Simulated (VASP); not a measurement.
# Al3Ir2 (Fmmm) in VASP: further runs

The runs below take Al3Ir2 through single point, with PBE.

All numbers are computed with VASP 6.6.1; they aren't measurements. Logs are shortened: lines on timing, memory, paths and dates and some standing lists are left out, and cuts for length are marked.

**1. The cell of the first run**

It takes space group Fmmm (No. 69, orthorhombic). The conventional cell has a = 4.384 Å, b = 8.094 Å, c = 11.438 Å, α = 90.00°, β = 90.00°, γ = 90.00°. Within 3.3 Å of Al (site symmetry mm2) lie 2 Ir at 2.50 Å and 4 Al at 2.69 to 3.02 Å. Al (site symmetry mmm) has 6 Ir at 2.59 to 2.67 Å and 4 Al at 3.02 Å within 3.4 Å. Ir (site symmetry m2m) has 5 Al at 2.50 to 2.67 Å and 3 Ir at 2.54 to 2.76 Å within 3.3 Å.

The cell was generated, and may not be a known phase.

**2. Single point, PBE**

Input file INCAR:

```
SYSTEM = Al3Ir2
ALGO = Normal ; EDIFF = 1E-6
ENCUT = 520 ; GGA = PE
ISIF = 2 ; ISMEAR = 0
LASPH = .True. ; LCHARG = .False.
LREAL = .False. ; LWAVE = .False.
NBANDS = 22 ; NELM = 80
PREC = Accurate ; SIGMA = 0.1
```

Input file KPOINTS:

```
k-points
0
Gamma
  4 4 4
  0 0 0
```

Input file POSCAR:

```
Al3Ir2
1.0
    0.0000000000      4.0471705890      5.7191186829
    2.1918212616      0.0000000000      5.7191186829
    2.1918212616      4.0471705890      0.0000000000
Al Ir
3 2
Direct
    0.3182185666      0.3182185666      0.6817814334
    0.6817814334      0.6817814334      0.3182185666
    0.0000000000      0.0000000000      0.0000000000
    0.3293464907      0.6706535093      0.3293464907
    0.6706535093      0.3293464907      0.6706535093
```

Potentials or basis: VASP PAW PBE potentials, release 64 (Al, Ir).

Launch:

```sh
> cat potpaw_PBE.64/Al/POTCAR potpaw_PBE.64/Ir/POTCAR > POTCAR
> mpirun -np 1 vasp_std > vasp.out
```

OUTCAR:

```text
SYSTEM = Al3Ir2
   EDIFF = 1E-6
   ENCUT = 520
   GGA = PE
   ISIF = 2
   ISMEAR = 0
   LASPH = .True.
   LREAL = .False.
   NELM = 80
   PREC = Accurate

 ion  position               nearest neighbor table
   1  0.318  0.318  0.682-   4 2.50   5 2.50   2 2.69   2 2.69   3 3.02   3 3.02
   2  0.682  0.682  0.318-   4 2.50   5 2.50   1 2.69   1 2.69   3 3.02   3 3.02
   3  0.000  0.000  0.000-   5 2.59   5 2.59   4 2.59   4 2.59   4 2.67   5 2.67   2 3.02   1 3.02
                             2 3.02   1 3.02
   4  0.329  0.671  0.329-   1 2.50   2 2.50   5 2.54   5 2.54   3 2.59   3 2.59   3 2.67   5 2.76

   5  0.671  0.329  0.671-   1 2.50   2 2.50   4 2.54   4 2.54   3 2.59   3 2.59   3 2.67   4 2.76

  LATTYP: Found a face centered orthorhombic cell.
 ALAT       =     4.3836425232
 B/A-ratio  =     1.8464875124
 C/A-ratio  =     2.6092997559

  Lattice vectors:

 A1 = (   0.0000000000,   4.0471705890,   5.7191186829)
 A2 = (   2.1918212616,   0.0000000000,   5.7191186829)
 A3 = (   2.1918212616,   4.0471705890,   0.0000000000)

Analysis of symmetry for initial positions (statically):
=====================================================================
 Subroutine PRICEL returns:
 Original cell was already a primitive cell.

 Routine SETGRP: Setting up the symmetry group for a
 face centered orthorhombic supercell.

 Subroutine GETGRP returns: Found  8 space group operations
 (whereof  8 operations were pure point group operations)
 out of a pool of  8 trial point group operations.

The static configuration has the point symmetry D_2h.

Analysis of symmetry for dynamics (positions and initial velocities):
=====================================================================
 Subroutine PRICEL returns:
 Original cell was already a primitive cell.

 Routine SETGRP: Setting up the symmetry group for a
 face centered orthorhombic supercell.

 Subroutine GETGRP returns: Found  8 space group operations
 (whereof  8 operations were pure point group operations)
 out of a pool of  8 trial point group operations.

The dynamic configuration has the point symmetry D_2h.

 Subroutine INISYM returns: Found  8 space group operations
 (whereof  8 operations are pure point group operations),
 and found     1 'primitive' translations

----------------------------------------------------------------------------------------

                                     Primitive cell

  volume of cell :     101.4649

  direct lattice vectors                    reciprocal lattice vectors
     0.000000000  4.047170589  5.719118683    -0.228120791  0.123543100  0.087426058
     2.191821262  0.000000000  5.719118683     0.228120791 -0.123543100  0.087426058
     2.191821262  4.047170589  0.000000000     0.228120791  0.123543100 -0.087426058

  length of vectors
     7.006276349  6.124736643  4.602572131     0.273761408  0.273761408  0.273761408

  position of ions in fractional coordinates (direct lattice)
     0.318218567  0.318218567  0.681781433
     0.681781433  0.681781433  0.318218567
     0.000000000  0.000000000  0.000000000
     0.329346491  0.670653509  0.329346491
     0.670653509  0.329346491  0.670653509

  ion indices of the primitive-cell ions
   primitive index   ion index
                 1           1
                 2           2
                 3           3
                 4           4
                 5           5

----------------------------------------------------------------------------------------

 KPOINTS: k-points

Automatic generation of k-mesh.
 Grid dimensions read from file:
 generate k-points for:    4    4    4

 Generating k-lattice:

  Cartesian coordinates                     Fractional coordinates (reciprocal lattice)
    -0.057030198  0.030885775  0.021856514     0.250000000  0.000000000  0.000000000
     0.057030198 -0.030885775  0.021856514     0.000000000  0.250000000  0.000000000
     0.057030198  0.030885775 -0.021856514     0.000000000  0.000000000  0.250000000

  Length of vectors
     0.068440352  0.068440352  0.068440352

  Shift w.r.t. Gamma in fractional coordinates (k-lattice)
     0.000000000  0.000000000  0.000000000

 Subroutine IBZKPT returns following result:
 ===========================================

 Found     18 irreducible k-points:

 Following reciprocal coordinates:
            Coordinates               Weight
  0.000000  0.000000  0.000000      1.000000
  0.250000  0.000000 -0.000000      8.000000
  0.500000  0.000000 -0.000000      4.000000
  0.250000  0.250000  0.000000      2.000000
  0.500000  0.250000 -0.000000      8.000000
 -0.250000  0.250000  0.000000      4.000000
[... 10 lines left out ...]
 -0.250000  0.250000  0.500000      2.000000
  0.000000  0.500000  0.500000      1.000000
   k-points           NKPTS =     18   k-points in BZ     NKDIM =     18   number of bands    NBANDS=     22
   number of dos      NEDOS =    301   number of ions     NIONS =      5
   total plane-waves  NPLWV =  93312
   dimension x,y,z NGX =    54 NGY =   48 NGZ =   36
   dimension x,y,z NGXF=   108 NGYF=   96 NGZF=   72
   ions per type =               3   2
   NGX,Y,Z   is equivalent  to a cutoff of  12.81, 13.03, 13.00 a.u.
   NGXF,Y,Z  is equivalent  to a cutoff of  25.63, 26.06, 26.01 a.u.
 SYSTEM =  Al3Ir2
   PREC   = accura    normal or accurate (medium, high low for compatibility)
   ISTART =      0    job   : 0-new  1-cont  2-samecut
   ICHARG =      2    charge: 1-file 2-atom 10-const
   ISPIN  =      1    spin polarized calculation?
   LNONCOLLINEAR =      F non collinear calculations
   LSORBIT =      F    spin-orbit coupling
   LASPH  =      T    aspherical Exc in radial PAW
   ENCUT  =  520.0 eV  38.22 Ry    6.18 a.u.  13.03 11.39  8.56*2*pi/ulx,y,z
   NELM   =     80;   NELMIN=  2; NELMDL= -5     # of ELM steps
   EDIFF  = 0.1E-05   stopping-criterion for ELM
   LREAL  =      F    real-space projection
   EDIFFG = 0.1E-04   stopping-criterion for IOM
   NSW    =      0    number of steps for IOM
   IBRION =     -1    ionic relax: 0-MD 1-quasi-New 2-CG
   NFREE  =      0    steps in history (QN), initial steepest desc. (CG)
   ISIF   =      2    stress and relaxation
   ISYM   =      2    0-nonsym 1-usesym 2-fastsym
   POTIM  = 0.5000    time-step for ionic-motion
   TEBEG  =    0.0;   TEEND  =   0.0 temperature during run
   PSTRESS=    0.0 pullay stress
   NELECT =      27.0000    total number of electrons
   NUPDOWN=      -1.0000    fix difference up-down
   EMIN   =  10.00;   EMAX   =-10.00  energy-range for DOS
   EFERMI =   0.00;   METHOD = LEGACY
   ISMEAR =     0;   SIGMA  =   0.10  broadening in eV -4-tet -1-fermi 0-gaus
   EFERMI_NEDOS =   21; number of points for ismear=-14 and -15
   IALGO  =     38    algorithm
   IMIX   =      4    mixing-type and parameters
     AMIX     =   0.40;   BMIX     =  1.00
     AMIX_MAG =   1.60;   BMIX_MAG =  1.00
  volume/ion in A,a.u.               =      20.29       136.94
  Fermi-wavevector in a.u.,A,eV,Ry     =   1.052990  1.989862 15.085970  1.108788
  Thomas-Fermi vector in A             =   2.188094
   LORBIT       =      0    0 simple, 1 ext, 2 COOP (PROOUT), +10 PAW based schemes
   GGA     = PE    functional components
   LHFCALC =     F    Hartree Fock is set to
   AEXX    =    0.0000 exact exchange contribution
   IVDW    =     0    specifies the selected vdW correction
   LEPSILON=     F    determine dielectric tensor
   LRPA    =     F    only Hartree local field effects (RPA)
 non-spin polarized calculation
 Gauss-broadening in eV      SIGMA  =   0.10
  energy-cutoff  :      520.00
  volume of cell :      101.46
 maximum number of plane-waves:      2751
 NGX is ok and might be reduce to    54
   NGX = 27   NGY = 23   NGZ = 17

 number of electron      27.0000001 magnetization

 Free energy of the ion-electron system (eV)
  ---------------------------------------------------
  ext. energy  EPLUGINS =         0.00000000
  ---------------------------------------------------
  free energy    TOTEN  =       -29.45721693 eV

  energy without entropy =      -29.45032621  energy(sigma->0) =      -29.45377157

 E-fermi :   5.3724     XC(G=0): -10.0281

 val. band max:        5.3284167815   @ k =  -0.2500   0.2500   0.2500
 cond. band min:       5.5147022998   @ k =   0.5000   0.0000  -0.0000
 fundamental gap:      0.1862855183
 Fermi energy:         5.3724441094

 k-point     1 :       0.0000    0.0000    0.0000
  band No.  band energies     occupation
      1      -4.1927      2.00000
      2      -0.4178      2.00000
      3       0.5671      2.00000
      4       0.8331      2.00000
      5       0.9566      2.00000
      6       2.0760      2.00000
[... 14 lines left out ...]
     21      10.6282      0.00000
     22      12.0766      0.00000

 k-point     2 :       0.2500    0.0000   -0.0000
  band No.  band energies     occupation
      1      -3.4070      2.00000
      2      -0.2818      2.00000
      3      -0.0762      2.00000
      4       0.6462      2.00000
      5       0.7986      2.00000
      6       1.6523      2.00000
[... 14 lines left out ...]
     21      11.4288      0.00000
     22      11.9536      0.00000

 k-point     3 :       0.5000    0.0000   -0.0000
  band No.  band energies     occupation
      1      -1.7126      2.00000
      2      -1.4766      2.00000
      3       0.1034      2.00000
      4       0.6267      2.00000
      5       0.7396      2.00000
      6       0.7872      2.00000
[... 14 lines left out ...]
     21      12.4046      0.00000
     22      13.6146      0.00000

 k-point     4 :       0.2500    0.2500    0.0000
  band No.  band energies     occupation
      1      -4.0529      2.00000
      2      -0.9775      2.00000
      3       0.8401      2.00000
      4       0.8532      2.00000
      5       0.9311      2.00000
      6       1.9658      2.00000
[... 14 lines left out ...]
     21      10.9027      0.00000
     22      11.8070      0.00000

 k-point     5 :       0.5000    0.2500   -0.0000
  band No.  band energies     occupation
      1      -3.1651      2.00000
      2      -0.8757      2.00000
      3      -0.2884      2.00000
      4       0.7230      2.00000
      5       1.0786      2.00000
      6       1.5408      2.00000
[... 14 lines left out ...]
     21      11.3388      0.00000
     22      11.5870      0.00000

 k-point     6 :      -0.2500    0.2500    0.0000
  band No.  band energies     occupation
      1      -1.7674      2.00000
      2      -1.3843      2.00000
      3      -0.0281      2.00000
      4       0.6275      2.00000
      5       0.6856      2.00000
      6       1.0564      2.00000
[... 14 lines left out ...]
     21      11.8951      0.00000
     22      11.9771      0.00000

 k-point     7 :       0.5000    0.5000    0.0000
  band No.  band energies     occupation
      1      -3.8820      2.00000
      2      -1.4424      2.00000
      3       0.8470      2.00000
      4       0.9065      2.00000
      5       1.0683      2.00000
      6       1.7716      2.00000
[... 174 lines left out ...]
      6       1.7915      2.00000
[... 14 lines left out ...]
     21      11.1698      0.00000
     22      11.3154      0.00000

 k-point    15 :       0.5000   -0.2500    0.2500
  band No.  band energies     occupation
      1      -1.8143      2.00000
      2      -1.3615      2.00000
      3       0.0096      2.00000
      4       0.6769      2.00000
      5       0.6957      2.00000
      6       1.0473      2.00000
[... 14 lines left out ...]
     21      11.4415      0.00000
     22      11.6142      0.00000

 k-point    16 :       0.5000    0.0000    0.5000
  band No.  band energies     occupation
      1      -2.2133      2.00000
      2      -0.8456      2.00000
      3      -0.3993      2.00000
      4       0.0479      2.00000
      5       0.5950      2.00000
      6       1.4309      2.00000
[... 14 lines left out ...]
     21      13.4608      0.00000
     22      13.7779      0.00000

 k-point    17 :      -0.2500    0.2500    0.5000
  band No.  band energies     occupation
      1      -2.0012      2.00000
      2      -0.7937      2.00000
      3      -0.5789      2.00000
      4      -0.3001      2.00000
      5       0.5869      2.00000
      6       1.4917      2.00000
[... 14 lines left out ...]
     21      12.0935      0.00000
     22      12.4570      0.00000

 k-point    18 :       0.0000    0.5000    0.5000
  band No.  band energies     occupation
      1      -1.5319      2.00000
      2      -1.2236      2.00000
      3      -0.7411      2.00000
      4      -0.3598      2.00000
      5       0.5793      2.00000
      6       1.5567      2.00000
[... 14 lines left out ...]
     21      11.0408      0.00000
     22      11.7045      0.00000

------------------------ aborting loop because EDIFF is reached ----------------------------------------

  FORCE on cell =-STRESS in cart. coord.  units (eV):
  Direction    XX          YY          ZZ          XY          YZ          ZX
  --------------------------------------------------------------------------------------
  -------------------------------------------------------------------------------------
  Total        0.0148974      0.0363949      0.0150143      0.0000000      0.0000000      0.0000000
  in kB        0.2352361      0.5746923      0.2370826      0.0000000      0.0000000      0.0000000
  external PRESSURE =       0.3490036 kB  Pullay stress =       0.0000000 kB

 VOLUME and BASIS-vectors are now :
 -----------------------------------------------------------------------------
  energy-cutoff  :      520.00
  volume of cell :      101.46
      direct lattice vectors                 reciprocal lattice vectors
     0.000000000  4.047170589  5.719118683    -0.228120791  0.123543100  0.087426058
     2.191821262  0.000000000  5.719118683     0.228120791 -0.123543100  0.087426058
     2.191821262  4.047170589  0.000000000     0.228120791  0.123543100 -0.087426058

 POSITION                                       TOTAL-FORCE (eV/Angst)
 -----------------------------------------------------------------------------------
      2.19182      4.04717      3.63986         0.000000      0.000000     -0.012163
      2.19182      4.04717      7.79838         0.000000      0.000000      0.012163
      0.00000      0.00000      0.00000         0.000000      0.000000      0.000000
      2.19182      2.66584      5.71912         0.000000     -0.005412     -0.000000
      2.19182      5.42850      5.71912         0.000000      0.005412     -0.000000
 -----------------------------------------------------------------------------------
    total drift:                                0.000000      0.000000     -0.000000

  FREE ENERGIE OF THE ION-ELECTRON SYSTEM (eV)
  ---------------------------------------------------
  free  energy   TOTEN  =       -29.4572169349 eV

  energy  without entropy=      -29.4503262136  energy(sigma->0) =      -29.45377157
```

Run time: 2 min. Hardware: 1 thread of Intel Xeon 8259CL, shared host; peak memory 0.3 GiB.

What came out:

- Free energy: -29.4572 eV
- Pressure: 0.0 GPa
- Largest force: 0.012 eV/Å
- Band gap on the k mesh: zero (an odd number of electrons rules out a gap without spin polarisation)

Forces in eV/Å, atoms in the order of the input:
```
Al   0.000  0.000 -0.012
Al   0.000  0.000  0.012
Al   0.000  0.000  0.000
Ir   0.000 -0.005  0.000
Ir   0.000  0.005  0.000
```

Caveat: the k points lie up to 0.43 Å⁻¹ apart, too coarse for converged energies and pressures of a metal; spin-orbit coupling is left out, which moves the levels of the heavy elements.

**3. Single point, PBE**

This run uses another cell than the first one, of 34.01 Å³/atom.

Input file INCAR:

```
SYSTEM = Al3Ir2
PREC     = Accurate       ! precision mode
ENCUT    = 520            ! plane-wave cutoff, eV
EDIFF    = 1E-6           ! SCF threshold, eV
ISMEAR   = 0              ! smearing method
SIGMA    = 0.1            ! smearing width, eV
LREAL    = .FALSE.        ! projectors in reciprocal space
LASPH    = .TRUE.         ! aspherical terms in the spheres
NELM     = 100            ! most SCF steps
ALGO     = Normal         ! electronic algorithm
ISIF     = 2              ! what is computed and relaxed
LWAVE    = .FALSE.        ! write WAVECAR
LCHARG   = .FALSE.        ! write CHGCAR
GGA      = PE             ! functional
NBANDS   = 22             ! bands
```

Input file KPOINTS:

```
regular mesh
0
G
  4 4 4
  0 0 0
```

Input file POSCAR:

```
Al3Ir2
1.0
    0.0000000000      4.5013274400      5.7121684300
    3.3067941800      0.0000000000      5.7121684300
    3.3067941800      4.5013274400      0.0000000000
Al Ir
3 2
Direct
    0.1725509400      0.1725509400      0.8274490600
    0.8274490600      0.8274490600      0.1725509400
    0.0000000000      0.0000000000      0.0000000000
    0.1844593700      0.8155406300      0.1844593700
    0.8155406300      0.1844593700      0.8155406300
```

Potentials or basis: VASP PAW PBE potentials, release 64 (Al, Ir).

Launch:

```sh
> cat potpaw_PBE.64/Al/POTCAR potpaw_PBE.64/Ir/POTCAR > POTCAR
> mpirun -np 1 vasp_std > vasp.out
```

It took 2.4 min on 1 thread of Intel Xeon 8259CL, shared host; peak memory 0.35 GiB.

Results (log left out):

```
Free energy            : -5.9754 eV
Pressure               : 31.6 GPa
Largest force          : 26.817 eV/Å
Band gap on the k mesh : zero (an odd number of electrons rules out a gap without spin polarisation)
```

Forces in eV/Å, atoms in the order of the input:
```
Al    0.000   0.000   6.892
Al    0.000   0.000  -6.892
Al    0.000   0.000   0.000
Ir    0.000  26.817   0.000
Ir    0.000 -26.817   0.000
```

Stress tensor (GPa, compression positive):
```
-7.70  0.00  0.00
 0.00 79.62  0.00
 0.00  0.00 22.91
```

Levels at points of the mesh, in eV from the Fermi level:
```
           k point  band 10  band 11  band 12  band 13  band 14  band 15  band 16  band 17  band 18  band 19
(0.00, 0.00, 0.00)    -1.27    -1.18    -0.51    -0.36     0.89     1.59     1.65     1.88     1.91     3.19
(0.50, 0.00, 0.00)    -1.43    -0.99    -0.91    -0.72    -0.11     1.17     1.66     2.27     3.32     3.68
(0.50, 0.50, 0.00)    -1.63    -1.11    -1.06     0.65     0.92     1.30     2.63     2.65     2.73     3.00
(0.50, 0.00, 0.50)    -1.38    -0.87    -0.78    -0.45    -0.32     0.73     1.55     2.05     3.31     3.52
(0.00, 0.50, 0.50)    -1.51    -1.36    -0.91    -0.45    -0.22    -0.03     0.99     2.49     3.34     3.52
```

Caveat: atoms lie so close that the PAW spheres overlap strongly, which falsifies energies and pressures; the stress differs along the axes, from -8 to 80 GPa; spin-orbit coupling is left out, which moves the levels of the heavy elements; forces of over 1 eV/Å act on the atoms, so gaps and moduli don't describe the material at rest.

(Continued in part 2 of 2.)

The gap in the log of VASP goes by the Fermi energy; the results here count the filled bands.